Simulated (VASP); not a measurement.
Wanted: the native input for a VASP 6.6.1 run.

```
Task                   : single point
Functional             : PBE
Potentials or basis    : VASP PAW PBE potentials, release 64 (P, Ga_d, Sb)
Cutoff                 : 520 eV
k mesh                 : 6 × 4 × 4
Occupations            : fermi-dirac, width 0.02 eV
Spin                   : no spin polarisation
Dipole correction      : no
Further INCAR settings : ALGO = Normal; EDIFF = 1e-06; NBANDS = 46
```

The structure of Ga4SbP3 lies in POSCAR:

```
Ga4SbP3
1.0
    4.0158476304      0.0000000000      0.0000000000
    0.0000000000      8.0394013509      0.0000000000
    0.0000000000      0.0000000000      5.6689765995
P Ga Sb
3 4 1
Direct
    0.0000000000      0.2384692794      0.0004070369
    0.5000000000      0.0000000000      0.5010685385
    0.0000000000      0.7615307206      0.0004070369
    0.5000000000      0.2302467396      0.7630866331
    0.0000000000      0.0000000000      0.2621904979
    0.5000000000      0.7697532604      0.7630866331
    0.0000000000      0.5000000000      0.2095878877
    0.5000000000      0.5000000000      0.5001657358
```

The input as run:

INCAR

```
SYSTEM = Ga4SbP3
PREC = Accurate ; ENCUT = 520
EDIFF = 1E-6 ; ISMEAR = -1
SIGMA = 0.02 ; LREAL = .FALSE.
LASPH = .TRUE. ; NELM = 100
ALGO = Normal ; ISIF = 2
LWAVE = .FALSE. ; LCHARG = .TRUE.
GGA = PE ; LELF = .TRUE.
LVHAR = .TRUE. ; NBANDS = 46
```

KPOINTS

```
Automatic mesh
0
G
  6 4 4
  0 0 0
```

Potentials or basis: VASP PAW PBE potentials, release 64 (P, Ga_d, Sb).

Command:

```sh
$ cat potpaw_PBE.64/P/POTCAR potpaw_PBE.64/Ga_d/POTCAR potpaw_PBE.64/Sb/POTCAR > POTCAR
$ mpirun -np 1 vasp_std > vasp.out
```

It gave:

* Pressure: 0.0 GPa
* Largest force: 0.009 eV/Å
* Band gap on the k mesh: 0.35 eV (least direct gap 0.38 eV)

Caveat: spin-orbit coupling is left out, which moves the levels of the heavy elements.

Wall time 7.6 min on 1 thread of Intel Xeon 8259CL, with other jobs on the host, peak memory 0.42 GiB.
